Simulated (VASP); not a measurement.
# Sn: single point with PBE

Sn:

```
CELL_PARAMETERS angstrom
3.38236 0.00000 0.00000
-1.69118 2.92921 0.00000
0.00000 0.00000 5.54775
ATOMIC_POSITIONS crystal
Sn 0.33333 0.66667 0.75000
Sn 0.66667 0.33333 0.25000
```

This isn't the form of Sn at room conditions, which is tetragonal (white tin).

```json
{"Program": "VASP 6.6.1", "Task": "single point", "Functional": "PBE", "Potentials or basis": "VASP PAW PBE potentials, release 64 (Sn_d)", "Cutoff": "500 eV", "k mesh": "6 × 6 × 4", "Occupations": "gaussian, width 0.05 eV", "Spin": "no spin polarisation"}
```

| Property | Result |
| --- | --- |
| Pressure | -0.1 GPa |
| Band gap on the k mesh | zero (bands 14 and 15 overlap by 7.67 eV) |

Stress tensor (GPa, compression positive):
```
-0.15  0.00  0.00
 0.00 -0.15  0.00
 0.00  0.00  0.04
```

Levels at points of the mesh, in eV from the Fermi level:
```csv
k point,band 11,band 12,band 13,band 14,band 15,band 16,band 17,band 18
"(0.00, 0.00, 0.00)",-11.26,-7.03,-4.78,5.50,5.50,7.23,7.23,7.46
"(0.50, 0.00, 0.00)",-7.28,-6.14,-2.61,-1.70,-0.98,1.03,1.88,5.44
"(0.00, 0.00, 0.50)",-9.99,-9.99,0.70,0.70,6.39,6.39,6.39,6.39
"(0.50, 0.00, 0.50)",-6.24,-6.24,-4.23,-4.23,3.21,3.21,3.52,3.52
```

Wall time 20 s on 1 thread of Intel(R) Xeon(R) 6975P-C (Granite Rapids) (shared host), peak memory 0.17 GiB.

Caveat: spin-orbit coupling is left out, which moves the levels of the heavy elements.
